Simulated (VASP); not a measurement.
# MnS (Fm-3m) in VASP: notebook, part 2 of 2

VASP 6.6.1. Earlier steps stand in the parts before.

**4. Single point, PBE, collinear spin, ferromagnetic start (15.05 Å³/atom)**

This run uses another cell than the first one, of 15.05 Å³/atom.

INCAR reads:

```
ALGO = Normal
EDIFF = 1E-6
ENCUT = 520
GGA = PE
ISIF = 2
ISMEAR = 0
ISPIN = 2
LASPH = True
LCHARG = True
LELF = True
LMAXMIX = 4
LORBIT = 11
LREAL = False
LVHAR = True
LWAVE = False
MAGMOM = 4.42 0.14
NBANDS = 20
NELM = 150
PREC = Accurate
SIGMA = 0.1
```

KPOINTS reads:

```
k-points
0
Gamma
  14 14 14
```

POSCAR reads:

```
MnS
1.0
    0.0000000000      2.4687591522      2.4687591522
    2.4687591522      0.0000000000      2.4687591522
    2.4687591522      2.4687591522      0.0000000000
Mn S
1 1
Direct
    0.0000000000      0.0000000000      0.0000000000
    0.5000000000      0.5000000000      0.5000000000
```

Potentials or basis: VASP PAW PBE potentials, release 64 (Mn_pv, S).

Started as:

```
$ cat potpaw_PBE.64/Mn_pv/POTCAR potpaw_PBE.64/S/POTCAR > POTCAR
$ mpirun -np 1 vasp_std > vasp.out
```

OUTCAR:

```text
EDIFF = 1E-6
   ENCUT = 520
   GGA = PE
   ISIF = 2
   ISMEAR = 0
   ISPIN = 2
   LASPH = True
   LORBIT = 11
   LREAL = False
   NELM = 150
   PREC = Accurate

 ion  position               nearest neighbor table
   1  0.000  0.000  0.000-   2 2.47   2 2.47   2 2.47   2 2.47   2 2.47   2 2.47
   2  0.500  0.500  0.500-   1 2.47   1 2.47   1 2.47   1 2.47   1 2.47   1 2.47

  LATTYP: Found a face centered cubic cell.
 ALAT       =     4.9375183044

  Lattice vectors:

 A1 = (   0.0000000000,   2.4687591522,   2.4687591522)
 A2 = (   2.4687591522,   0.0000000000,   2.4687591522)
 A3 = (   2.4687591522,   2.4687591522,   0.0000000000)

Analysis of symmetry for initial positions (statically):
=====================================================================
 Subroutine PRICEL returns:
 Original cell was already a primitive cell.

 Routine SETGRP: Setting up the symmetry group for a
 face centered cubic supercell.

 Subroutine GETGRP returns: Found 48 space group operations
 (whereof 48 operations were pure point group operations)
 out of a pool of 48 trial point group operations.

[... 742 lines left out ...]
 k-point     1 :       0.0000    0.0000    0.0000
  band No.  band energies     occupation
      1     -37.8435      1.00000
      2     -37.8435      1.00000
      3     -37.8435      1.00000
      4      -6.9618      1.00000
      5       6.6491      1.00000
      6       6.6491      1.00000
[... 541 lines left out ...]
     19      23.7013      0.00000
     20      26.4483      0.00000

 [... further k-points ...]
[... 5 lines left out ...]
  --------------------------------------------------------------------------------------
  -------------------------------------------------------------------------------------
  Total        1.1820918      1.1820918      1.1820918      0.0000000      0.0000000     -0.0000000
  in kB       62.9354881     62.9354881     62.9354881      0.0000000      0.0000000     -0.0000000
  external PRESSURE =      62.9354881 kB  Pullay stress =       0.0000000 kB

 VOLUME and BASIS-vectors are now :
 -----------------------------------------------------------------------------
  energy-cutoff  :      520.00
  volume of cell :       30.09
      direct lattice vectors                 reciprocal lattice vectors
     0.000000000  2.468759152  2.468759152    -0.202530895  0.202530895  0.202530895
     2.468759152  0.000000000  2.468759152     0.202530895 -0.202530895  0.202530895
     2.468759152  2.468759152  0.000000000     0.202530895  0.202530895 -0.202530895

 POSITION                                       TOTAL-FORCE (eV/Angst)
 -----------------------------------------------------------------------------------
      0.00000      0.00000      0.00000         0.000000     -0.000000      0.000000
      2.46876      2.46876      2.46876        -0.000000      0.000000     -0.000000
 -----------------------------------------------------------------------------------
    total drift:                               -0.000000      0.000000      0.000000

  FREE ENERGIE OF THE ION-ELECTRON SYSTEM (eV)
  ---------------------------------------------------
  free  energy   TOTEN  =       -14.0274583603 eV

  energy  without entropy=      -14.0202561336  energy(sigma->0) =      -14.02385725

 total charge

# of ion       s       p       d       tot
------------------------------------------
    1        0.246   6.215   5.026  11.488
    2        1.329   2.427   0.000   3.756
--------------------------------------------------
tot          1.575   8.643   5.026  15.243

 magnetization (x)

# of ion       s       p       d       tot
------------------------------------------
    1        0.054   0.044   3.741   3.840
    2        0.027   0.038   0.000   0.065
--------------------------------------------------
tot          0.081   0.083   3.741   3.905
```

OSZICAR:

```text
N       E                     dE             d eps       ncg     rms          rms(c)
DAV:   1     0.158459108132E+03    0.15846E+03   -0.10192E+04  8344   0.102E+03
DAV:   2    -0.730385160395E+01   -0.16576E+03   -0.15600E+03  8716   0.296E+02
DAV:   3    -0.150663175997E+02   -0.77625E+01   -0.76647E+01  9688   0.690E+01
DAV:   4    -0.151531042841E+02   -0.86787E-01   -0.86725E-01  9284   0.742E+00
DAV:   5    -0.151542480851E+02   -0.11438E-02   -0.11438E-02  9488   0.887E-01    0.140E+01
DAV:   6    -0.141580141293E+02    0.99623E+00   -0.50170E+00  9272   0.289E+01    0.107E+01
DAV:   7    -0.140306208843E+02    0.12739E+00   -0.86556E-01  9148   0.134E+01    0.629E+00
DAV:   8    -0.140304369457E+02    0.18394E-03   -0.26089E-02  9148   0.142E+00    0.358E+00
DAV:   9    -0.140253288014E+02    0.51081E-02   -0.10513E-02  9376   0.102E+00    0.514E-01
DAV:  10    -0.140274509662E+02   -0.21222E-02   -0.40630E-03  9108   0.562E-01    0.237E-01
DAV:  11    -0.140274236912E+02    0.27275E-04   -0.39301E-04 10008   0.171E-01    0.102E-01
DAV:  12    -0.140274355974E+02   -0.11906E-04   -0.14493E-04  9312   0.778E-02    0.706E-02
DAV:  13    -0.140274524973E+02   -0.16900E-04   -0.59544E-06  9224   0.256E-02    0.483E-02
DAV:  14    -0.140274573904E+02   -0.48931E-05   -0.85981E-06  9284   0.244E-02    0.135E-02
DAV:  15    -0.140274583603E+02   -0.96987E-06   -0.16926E-06  7424   0.114E-02
   1 F= -.14027458E+02 E0= -.14023857E+02  d E =-.720223E-02  mag=     4.1609
```

stdout:

```text
POSCAR found type information on POSCAR MnS
 POSCAR found :  2 types and       2 ions
 scaLAPACK will be used
 LDA part: xc-table for (Slater+PW92), standard interpolation
 POSCAR, INCAR and KPOINTS ok, starting setup
 FFT: planning ... GRIDC
 FFT: planning ... GRID_SOFT
 FFT: planning ... GRID
 WAVECAR not read
 entering main loop
```

Wall time 61 s (1 thread of AMD EPYC 9R45 (Zen 5), shared host); peak memory 0.21 GiB.

What came out:

```
Free energy                                           : -14.0275 eV
Pressure                                              : 6.3 GPa
Net moment                                            : 4.16 μB per cell
Site moments                                          : Mn +3.84; S +0.07 μB
Valence electrons inside the program's atomic spheres : Mn 11.49; S 3.76
```

Caveat: the cell stands under pressure; a cell with one magnetic atom can't hold antiferromagnetic order, which such compounds often take; semilocal functionals often make such compounds metallic where correlation or magnetic order opens a gap, which also shifts bond lengths. With open d or f shells a metallic result of PBE can be an artefact of self-interaction; +U or a hybrid may open a gap.

**5. Single point, PBE, collinear spin, ferromagnetic start (15.54 Å³/atom)**

This run uses another cell than the first one, of 15.54 Å³/atom.

INCAR reads:

```
PREC = Accurate
ENCUT = 520
EDIFF = 1E-7
ISMEAR = 0
SIGMA = 0.1
LREAL = F
LASPH = T
NELM = 150
ALGO = Normal
ISIF = 2
LWAVE = F
LCHARG = F
ISPIN = 2
MAGMOM = 4.42 0.14
LORBIT = 11
LMAXMIX = 4
GGA = PE
NBANDS = 20
```

KPOINTS reads:

```
Automatic mesh
0
Gamma
  14 14 14
```

POSCAR reads:

```
MnS
1.0
    0.0000000000      2.4955955933      2.4955955933
    2.4955955933      0.0000000000      2.4955955933
    2.4955955933      2.4955955933      0.0000000000
Mn S
1 1
Direct
    0.0000000000      0.0000000000      0.0000000000
    0.5000000000      0.5000000000      0.5000000000
```

Started as:

```
$ cat potpaw_PBE.64/Mn_pv/POTCAR potpaw_PBE.64/S/POTCAR > POTCAR
$ mpirun -np 1 vasp_std > vasp.out
```

Wall time 61 s (1 thread of AMD EPYC 9R45 (Zen 5), shared host); peak memory 0.2 GiB.

The run converged. Its results:

* Free energy: -14.0611 eV
* Pressure: 4.4 GPa
* Net moment: 4.32 μB per cell
* Site moments: Mn +3.96; S +0.08 μB
* Valence electrons inside the program's atomic spheres: Mn 11.44; S 3.75

Levels at points of the mesh, in eV from the Fermi level:
Spin up:
```
           k point  band 10  band 11  band 12  band 13  band 14  band 15
(0.00, 0.00, 0.00)    -2.04    -2.04    -2.04     2.77     8.90     8.90
(0.50, 0.00, 0.00)    -2.26     0.91     0.91     2.91     5.50     5.50
(0.50, 0.50, 0.00)    -2.52    -2.52    -1.89     1.19     5.69    11.31
```
Spin down:
```
           k point  band 5  band 6  band 7  band 8  band 9  band 10
(0.00, 0.00, 0.00)   -1.84   -1.84   -1.84   -0.10   -0.10    -0.10
(0.50, 0.00, 0.00)   -7.27   -3.94   -3.94    1.12    1.12     1.38
(0.50, 0.50, 0.00)   -6.37   -3.61   -3.61   -1.46    0.54     1.42
```

Caveat: the cell stands under pressure; a cell with one magnetic atom can't hold antiferromagnetic order, which such compounds often take; semilocal functionals often make such compounds metallic where correlation or magnetic order opens a gap, which also shifts bond lengths. With open d or f shells a metallic result of PBE can be an artefact of self-interaction; +U or a hybrid may open a gap.

**6. Single point, PBE, collinear spin, ferromagnetic start (16.04 Å³/atom)**

This run uses another cell than the first one, of 16.04 Å³/atom.

INCAR reads:

```
SYSTEM = MnS
  PREC = Accurate
  ENCUT = 520
  EDIFF = 1E-7
  ISMEAR = 0
  SIGMA = 0.1
  LREAL = .False.
  LASPH = .True.
  NELM = 150
  ALGO = Normal
  ISIF = 2
  LWAVE = .False.
  LCHARG = .True.
  ISPIN = 2
  MAGMOM = 4.42 0.14
  LORBIT = 11
  LMAXMIX = 4
  GGA = PE
  LELF = .True.
  LVHAR = .True.
  NBANDS = 20
```

KPOINTS reads:

```
regular mesh
0
Gamma
  14 14 14
  0 0 0
```

POSCAR reads:

```
MnS
1.0
    0.0000000000      2.5218669512      2.5218669512
    2.5218669512      0.0000000000      2.5218669512
    2.5218669512      2.5218669512      0.0000000000
Mn S
1 1
Direct
    0.0000000000      0.0000000000      0.0000000000
    0.5000000000      0.5000000000      0.5000000000
```

Potentials or basis: VASP PAW PBE potentials, release 64 (Mn_pv, S).

Started as:

```
$ cat potpaw_PBE.64/Mn_pv/POTCAR potpaw_PBE.64/S/POTCAR > POTCAR
$ mpirun -np 1 vasp_std > vasp.out
```

Run time: 65 s. Hardware: 1 thread of AMD EPYC 9R45 (Zen 5), shared host; peak memory 0.21 GiB.

It converged, with:

- Free energy: -14.0821 eV
- Pressure: 2.2 GPa
- Net moment: 4.42 μB per cell
- Site moments: Mn +4.04; S +0.08 μB
- Valence electrons inside the program's atomic spheres: Mn 11.41; S 3.75

Levels at points of the mesh, in eV from the Fermi level:
Spin up:
```csv
k point,band 9,band 10,band 11,band 12,band 13,band 14,band 15,band 16
"(0.00, 0.00, 0.00)",-3.30,-2.01,-2.01,-2.01,2.48,8.81,8.81,8.81
"(0.50, 0.00, 0.00)",-2.75,-2.33,0.76,0.76,2.88,5.47,5.47,9.70
"(0.50, 0.50, 0.00)",-2.99,-2.58,-2.58,-1.99,1.09,5.62,11.00,12.96
```
Spin down:
```tsv
k point	band 5	band 6	band 7	band 8	band 9	band 10
(0.00, 0.00, 0.00)	-1.81	-1.81	-1.81	0.01	0.01	0.01
(0.50, 0.00, 0.00)	-7.05	-3.80	-3.80	1.16	1.16	1.40
(0.50, 0.50, 0.00)	-6.17	-3.51	-3.51	-1.29	0.60	1.44
```

Caveat: a cell with one magnetic atom can't hold antiferromagnetic order, which such compounds often take; semilocal functionals often make such compounds metallic where correlation or magnetic order opens a gap, which also shifts bond lengths.

**7. The runs side by side**

| cell | gap on the mesh (eV) | pressure (GPa) | moment (μB) |
| --- | --- | --- | --- |
| a = 3.603 Å, angles 60.0°, 2 atoms | none | 0.0 | 4.49 |
| a = 3.453 Å, angles 60.0°, 2 atoms | none | 8.4 | 3.98 |
| a = 3.491 Å, angles 60.0°, 2 atoms | none | 6.3 | 4.16 |
| a = 3.529 Å, angles 60.0°, 2 atoms | none | 4.4 | 4.32 |
| a = 3.566 Å, angles 60.0°, 2 atoms | none | 2.2 | 4.42 |

Alike in all rows: task single point; level PBE; potentials or basis VASP PAW PBE potentials, release 64 (Mn_pv, S); spin collinear, ferromagnetic start; k mesh 14 × 14 × 14; cutoff (eV) 520; smearing gaussian 0.1 eV.

Caveats: a cell with one magnetic atom can't hold antiferromagnetic order, which such compounds often take; semilocal functionals often make such compounds metallic where correlation or magnetic order opens a gap, which also shifts bond lengths; the cell stands under pressure (at least some runs).

Total energies depend on the potentials used, so only differences within one code and one set of settings carry meaning.
